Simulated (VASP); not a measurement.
A run of VASP 6.6.1:

File INCAR:

```
PREC = Accurate ; ENCUT = 600
EDIFF = 1E-7 ; ISMEAR = 0
SIGMA = 0.01 ; LREAL = False
LASPH = True ; NELM = 80
ALGO = Normal ; ISIF = 3
LWAVE = False ; LCHARG = False
GGA = PS ; IBRION = 2
NSW = 100 ; EDIFFG = -0.002
PSTRESS = 100.0
```

The input KPOINTS:

```
regular mesh
0
Gamma
  8 8 8
```

File POSCAR:

```
BeS
1.0
    2.4189645438      2.4189645438      0.0000000000
   -2.4189645438      2.4189645438      0.0000000000
    0.0000000000      2.4189645438      2.4189645438
Be S
1 1
Direct
    0.0000000000      0.0000000000      0.0000000000
    0.7500000000      0.2500000000      0.5000000000
```

Potentials or basis: VASP PAW PBE potentials, release 64 (Be, S).

Run with:

```bash
$ cat potpaw_PBE.64/Be/POTCAR potpaw_PBE.64/S/POTCAR > POTCAR
$ mpirun -np 1 vasp_std > vasp.out
```

Hardware: 1 thread of Intel(R) Xeon(R) Platinum 8488C (Sapphire Rapids), on a shared host.

**Question.** Estimate the wall time of this run.

**Answer.** Run time: 23 s on 1 thread of Intel(R) Xeon(R) Platinum 8488C (Sapphire Rapids), on a shared host, peak memory 0.15 GiB. Counts: scf iterations 30, k points 29, ion steps 3.
